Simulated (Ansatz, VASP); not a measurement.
## One calculation of BN, two programs

File INCAR:

```
SYSTEM = BN
  PREC = Accurate
  ENCUT = 520
  EDIFF = 1E-6
  ISMEAR = 0
  SIGMA = 0.05
  LREAL = .FALSE.
  LASPH = .TRUE.
  NELM = 60
  ALGO = Normal
  ISIF = 2
  LWAVE = .FALSE.
  LCHARG = .FALSE.
  NBANDS = 11
```

File KPOINTS:

```
Automatic mesh
0
G
  12 12 12
  0 0 0
```

File POSCAR:

```
BN
1.0
    0.0000000000      1.8130010000      1.8130010000
    1.8130010000      0.0000000000      1.8130010000
    1.8130010000      1.8130010000      0.0000000000
B N
1 1
Direct
    0.0000000000      0.0000000000      0.0000000000
    0.7500000000      0.7500000000      0.8962575271
```

Input for Ansatz:

```yaml
crystal:
  lattice:
    - [0.0, 1.813001, 1.813001]
    - [1.813001, 0.0, 1.813001]
    - [1.813001, 1.813001, 0.0]
  atoms:
    - { symbol: B, position: [0.0, 0.0, 0.0] }
    - { symbol: "N", position: [0.75, 0.75, 0.8962575271] }
basis:
  ecutwfc: 420
kpoints:
  mp_grid: { grid: [12, 12, 12] }
hamiltonian:
  xc: lda
scf:
  occupations: { method: gaussian, width: 0.05 }
output:
  forces: true
  stress: true
  eigenvalues: true
```

Change from the starting cell: all N atoms moved +0.375 Å, as atom 2 along Cartesian [1 1 0].

Alike in both runs: task single point; functional LDA; k mesh 12 × 12 × 12; occupations gaussian, width 0.05 eV; no spin polarisation.

```csv
,VASP,Ansatz
version,VASP 6.6.1,Ansatz 0.2.0
potentials or method,"VASP PAW LDA potentials, release 64 (B, N), cutoff 520 eV","scalar-relativistic, plane waves, PAW"
valence electrons in the cell,8,8
```

Ansatz gave:

```
gap on the k mesh at the Fermi level (eV) : 1.30
least direct gap on the mesh (eV)         : 5.65
rms of the force components (eV/Å)        : 6.225
```

Task: Which values does VASP return?

Result: gap on the k mesh at the Fermi level (eV): 1.28; least direct gap on the mesh (eV): 5.64; rms of the force components (eV/Å): 6.215.

LDA's correlation is that of Perdew and Zunger in VASP and of Perdew and Wang (1992) in Ansatz. Atom by atom the forces differ by 0.011 eV/Å (rms over components).
